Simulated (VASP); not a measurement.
# CdS (Fm-3m) in VASP: notebook, part 2 of 2

VASP 6.6.1.

### Step 3. Relaxation of cell and atoms, BLYP+D3(BJ)

INCAR reads:

```
SYSTEM = CdS
PREC = Accurate
ENCUT = 600
EDIFF = 1E-6
ISMEAR = -1
SIGMA = 0.05
LREAL = .False.
LASPH = .True.
NELM = 80
ALGO = Normal
ISIF = 3
LWAVE = .False.
LCHARG = .False.
GGA = B5
ALDAX = 1.0
AGGAX = 1.0
AGGAC = 1.0
ALDAC = 0.0
IVDW = 12
VDW_S6 = 1.0
VDW_S8 = 2.6996
VDW_A1 = 0.4298
VDW_A2 = 4.2359
IBRION = 2
NSW = 60
EDIFFG = -0.01
```

KPOINTS reads:

```
regular mesh
0
Gamma
  8 8 8
  0 0 0
```

POSCAR reads:

```
CdS
1.0
    0.0000000000      2.7532440000      2.7532440000
    2.7532440000      0.0000000000      2.7532440000
    2.7532440000      2.7532440000      0.0000000000
Cd S
1 1
Direct
    0.0000000000      0.0000000000      0.0000000000
    0.5000000000      0.5000000000      0.5000000000
```

Potentials or basis: VASP PAW PBE potentials, release 64 (Cd, S).

Started as:

```console
> cat potpaw_PBE.64/Cd/POTCAR potpaw_PBE.64/S/POTCAR > POTCAR
> mpirun -np 1 vasp_std > vasp.out
```

OUTCAR:

```text
SYSTEM = CdS
   PREC = Accurate
   ENCUT = 600
   EDIFF = 1E-6
   ISMEAR = -1
   LREAL = .False.
   LASPH = .True.
   NELM = 80
   ISIF = 3
   GGA = B5
   IVDW = 12
   IBRION = 2
   NSW = 60
   EDIFFG = -0.01
 IVDW          = 12

 ion  position               nearest neighbor table
   1  0.000  0.000  0.000-   2 2.75   2 2.75   2 2.75   2 2.75   2 2.75   2 2.75
   2  0.500  0.500  0.500-   1 2.75   1 2.75   1 2.75   1 2.75   1 2.75   1 2.75

  LATTYP: Found a face centered cubic cell.
 ALAT       =     5.5064880000

  Lattice vectors:

 A1 = (   0.0000000000,   2.7532440000,   2.7532440000)
 A2 = (   2.7532440000,   0.0000000000,   2.7532440000)
 A3 = (   2.7532440000,   2.7532440000,   0.0000000000)

Analysis of symmetry for initial positions (statically):
=====================================================================
 Subroutine PRICEL returns:
 Original cell was already a primitive cell.

 Routine SETGRP: Setting up the symmetry group for a
[... 255 lines left out ...]

  energy without entropy =       -4.71317102  energy(sigma->0) =       -4.71393892

 E-fermi :   3.5559     XC(G=0):  -9.8541

 val. band max:        3.3930952486   @ k =   0.5000   0.0000   0.0000
 cond. band min:       3.5770093253   @ k =   0.5000   0.5000   0.0000
 fundamental gap:      0.1839140767
 Fermi energy:         3.5559069996

 k-point     1 :       0.0000    0.0000    0.0000
  band No.  band energies     occupation
      1      -9.4176      2.00000
      2      -4.3200      2.00000
      3      -4.3200      2.00000
      4      -4.3190      2.00000
      5      -4.3190      2.00000
      6      -4.3190      2.00000
      7       2.6368      2.00000
      8       2.6368      2.00000
      9       2.6368      2.00000
     10       4.3462      0.00000
     11      12.8367      0.00000
     12      12.8367      0.00000
     13      12.8367      0.00000
[... 354 lines left out ...]
  band No.  band energies     occupation
      1      -8.3409      2.00000
      2      -4.5454      2.00000
      3      -4.4076      2.00000
      4      -4.3618      2.00000
      5      -4.1039      2.00000
      6      -4.0032      2.00000
      7      -1.0620      2.00000
      8       1.6006      2.00000
      9       2.4593      2.00000
     10       7.2986      0.00000
     11       8.6642      0.00000
     12      10.8483      0.00000
     13      11.6249      0.00000

 [... further k-points ...]

------------------------ aborting loop because EDIFF is reached ----------------------------------------

 Edisp (eV)   -1.70592

 E8    (eV) :    -1.2194
[... 25 lines left out ...]
  FREE ENERGIE OF THE ION-ELECTRON SYSTEM (eV)
  ---------------------------------------------------
  free  energy   TOTEN  =        -6.4206286527 eV

  energy  without entropy=       -6.4190928552  energy(sigma->0) =       -6.41986075

 reached required accuracy - stopping structural energy minimisation
```

OSZICAR:

```text
N       E                     dE             d eps       ncg     rms          rms(c)
DAV:   1     0.120717142144E+03    0.12072E+03   -0.10188E+04   770   0.145E+03
DAV:   2    -0.512398528359E+00   -0.12123E+03   -0.11427E+03   834   0.313E+02
DAV:   3    -0.546480096144E+01   -0.49524E+01   -0.49388E+01   929   0.651E+01
[... 23 lines left out ...]
DAV:   2    -0.471693149780E+01    0.17785E-01   -0.43494E-02   829   0.340E+00    0.400E-01
DAV:   3    -0.471490985038E+01    0.20216E-02   -0.56091E-03   839   0.954E-01    0.320E-01
DAV:   4    -0.471472693778E+01    0.18291E-03   -0.24219E-04   799   0.176E-01    0.827E-02
DAV:   5    -0.471470617899E+01    0.20759E-04   -0.36219E-05   894   0.909E-02    0.167E-02
DAV:   6    -0.471470682024E+01   -0.64125E-06   -0.60420E-06   744   0.333E-02
   3 F= -.64206287E+01 E0= -.64198608E+01  d E =-.711292E-02
```

CONTCAR:

```text
CdS
   1.00000000000000
     0.0000000000000000    2.7286252679958043    2.7286252679958043
     2.7286252679958043    0.0000000000000000    2.7286252679958043
     2.7286252679958043    2.7286252679958043    0.0000000000000000
  Cd              S
     1     1
Direct
     0.0000000000000000    0.0000000000000000    0.0000000000000000
     0.5000000000000000    0.5000000000000000    0.5000000000000000

  0.00000000E+00  0.00000000E+00  0.00000000E+00
  0.00000000E+00  0.00000000E+00  0.00000000E+00
```

Wall time 29 s (1 thread of Intel Xeon 6975P-C (Granite Rapids), shared host); peak memory 0.2 GiB.

What came out:

| Property | Result |
| --- | --- |
| Free energy | -6.4206 eV |
| Relaxed volume | 20.32 Å³/atom |
| Relaxed cell | a = 3.859 Å, b = 3.859 Å, c = 3.859 Å, α = 60.00°, β = 60.00°, γ = 60.00° |
| Space group after relaxing (to 0.05 Å) | Fm-3m (No. 225) |
| Energy gained by relaxing | 3.6 meV/atom |
| Ionic steps | 3 |
| Pressure after relaxing | 0.0 GPa |
| Band gap on the k mesh | 0.18 eV, indirect (least direct gap 1.71 eV) |
| Dispersion energy per atom | -0.853 eV |

The path:
```
step  energy change (eV)  largest force (eV/Å)  pressure (GPa)  volume (Å³)
   1              0.0000                0.0000           -2.01        41.74
   2             -0.0058                0.0000            0.91        40.18
   3             -0.0071                0.0000            0.03        40.63
```

Final structure:
```
Cd S
1.0
     0.00000    2.72863    2.72863
     2.72863    0.00000    2.72863
     2.72863    2.72863    0.00000
Cd S
1 1
Direct
  0.00000 0.00000 0.00000
  0.50000 0.50000 0.50000
```

Levels at points of the mesh, in eV from the valence-band top:
| k point | band 7 | band 8 | band 9 | band 10 | band 11 | band 12 |
| --- | --- | --- | --- | --- | --- | --- |
| (0.00, 0.00, 0.00) | -0.76 | -0.76 | -0.76 | 0.95 | 9.44 | 9.44 |
| (0.50, 0.00, 0.00) | -4.85 | 0.00 | 0.00 | 3.73 | 5.97 | 5.97 |
| (0.50, 0.50, 0.00) | -4.17 | -2.12 | -2.12 | 0.18 | 6.36 | 10.03 |

Caveat: the PAW data sets were made with another functional, which shifts forces and pressure a little.

### Step 4. Relaxation of cell and atoms, BLYP+D4

INCAR reads:

```
SYSTEM = CdS
  PREC = Accurate
  ENCUT = 600
  EDIFF = 1E-7
  ISMEAR = -1
  SIGMA = 0.05
  LREAL = .False.
  LASPH = .True.
  NELM = 60
  ALGO = Normal
  ISIF = 3
  LWAVE = .False.
  LCHARG = .False.
  GGA = B5
  ALDAX = 1.0
  AGGAX = 1.0
  AGGAC = 1.0
  ALDAC = 0.0
  IVDW = 13
  VDW_S6 = 1.0
  VDW_S8 = 2.34076671
  VDW_A1 = 0.44488865
  VDW_A2 = 4.0933009
  IBRION = 2
  NSW = 60
  EDIFFG = -0.01
```

KPOINTS is that of step 3.

POSCAR is that of step 3.

Started as:

```console
> cat potpaw_PBE.64/Cd/POTCAR potpaw_PBE.64/S/POTCAR > POTCAR
> mpirun -np 1 vasp_std > vasp.out
```

Wall time 33 s (1 thread of Intel Xeon 6975P-C (Granite Rapids), shared host); peak memory 0.19 GiB.

Results (log left out):

```yaml
Free_energy: -6.2013 eV
Relaxed_volume: 20.57 Å³/atom
Relaxed_cell: a = 3.875 Å, b = 3.875 Å, c = 3.875 Å, α = 60.00°, β = 60.00°, γ = 60.00°
Space_group_after_relaxing_to_0.05_Å: Fm-3m (No. 225)
Energy_gained_by_relaxing: 1.0 meV/atom
Ionic_steps: 3
Pressure_after_relaxing: 0.0 GPa
Band_gap_on_the_k_mesh: 0.18 eV, indirect (least direct gap 1.63 eV)
Dispersion_energy_per_atom: -0.733 eV
```

The path:
```tsv
step	energy change (eV)	largest force (eV/Å)	pressure (GPa)	volume (Å³)
1	0.0000	0.0000	-1.07	41.74
2	-0.0017	0.0000	0.44	40.90
3	-0.0021	0.0000	0.00	41.14
```

Final structure:
```
Cd S
1.0
     0.00000    2.73986    2.73986
     2.73986    0.00000    2.73986
     2.73986    2.73986    0.00000
Cd S
1 1
Cartesian
  0.0000 0.0000 0.0000
  2.7399 2.7399 2.7399
```

Levels at points of the mesh, in eV from the valence-band top:
| k point | band 6 | band 7 | band 8 | band 9 | band 10 | band 11 | band 12 | band 13 |
| --- | --- | --- | --- | --- | --- | --- | --- | --- |
| (0.00, 0.00, 0.00) | -7.69 | -0.73 | -0.73 | -0.73 | 0.90 | 9.44 | 9.44 | 9.44 |
| (0.50, 0.00, 0.00) | -7.49 | -4.79 | 0.00 | 0.00 | 3.74 | 5.98 | 5.98 | 6.62 |
| (0.50, 0.50, 0.00) | -6.74 | -4.09 | -2.07 | -2.07 | 0.18 | 6.38 | 9.95 | 11.21 |

Caveat: the PAW data sets were made with another functional, which shifts forces and pressure a little. A k mesh can miss the band edges.

### Step 5. Summary

| task | level | cell | cutoff (eV) | smearing | gap on the mesh (eV) | pressure (GPa) | relaxed volume (Å³/atom) |
| --- | --- | --- | --- | --- | --- | --- | --- |
| single point | PBE | as given | 520 | gaussian 0.03 eV | 0.25 | -0.1 | - |
| relaxation of cell and atoms | BLYP+D3(BJ) | relaxed | 600 | fermi-dirac 0.05 eV | 0.18 | 0.0 | 20.32 |
| relaxation of cell and atoms | BLYP+D4 | relaxed | 600 | fermi-dirac 0.05 eV | 0.18 | 0.0 | 20.57 |

Alike in all rows: potentials or basis VASP PAW PBE potentials, release 64 (Cd, S); no spin polarisation; k mesh 8 × 8 × 8.

Caveats: the PAW data sets were made with another functional, which shifts forces and pressure a little (some runs).

Absolute energies hang on the potentials; compare differences alone.
